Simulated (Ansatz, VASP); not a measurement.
**C: VASP beside Ansatz**

```
C
1.0
     3.57155    0.00000   -3.57155
     0.00000    3.57155   -3.57155
     3.57155    3.57155    0.00000
C
15
Cartesian
  1.7858 1.7858 -1.7858
  3.5715 5.3573 -3.5715
  1.7858 3.5715 -3.5715
  5.3573 3.5715 -3.5715
  3.5715 1.7858 -3.5715
  5.3573 5.3573 -5.3573
  3.5715 3.5715 -5.3573
  0.8929 0.8929 -0.8929
  2.6787 2.6787 -0.8929
  0.8929 2.6787 -2.6787
  3.0448 4.0983 -2.7412
  2.6787 0.8929 -2.6787
  4.4644 2.6787 -2.6787
  2.6787 2.6787 -4.4644
  4.4644 4.4644 -4.4644
```

Change from the starting cell: C vacancy; atom 11 moved 0.250 of the way to it and -0.350 Å across, host rigid.

Alike in both runs: task single point; functional PBE; k mesh 6 × 6 × 6; occupations gaussian, width 0.05 eV; no spin polarisation.

```csv
,VASP,Ansatz
version,VASP 6.6.1,Ansatz 0.2.0
potentials or method,"VASP PAW PBE potentials, release 64 (C), cutoff 520 eV","scalar-relativistic, plane waves, PAW"
valence electrons in the cell,60,60
```

|  | VASP | Ansatz | Ansatz less VASP |
| --- | --- | --- | --- |
| gap on the k mesh at the Fermi level (eV) | none | none | - |
| pressure (GPa) | -6.6 | -7.5 | -0.89 |
| traceless stress, the component that is largest in VASP (GPa) | 11.71 | 11.71 | +0.004 |
| rms of the force components (eV/Å) | 1.568 | 1.574 | +0.0057 |

Atom by atom the forces differ by 0.009 eV/Å (rms over components). A gap of «none» marks a metal or a gap that the smearing closes. With one functional, cell and mesh, what is left measures potentials, basis and numerics.
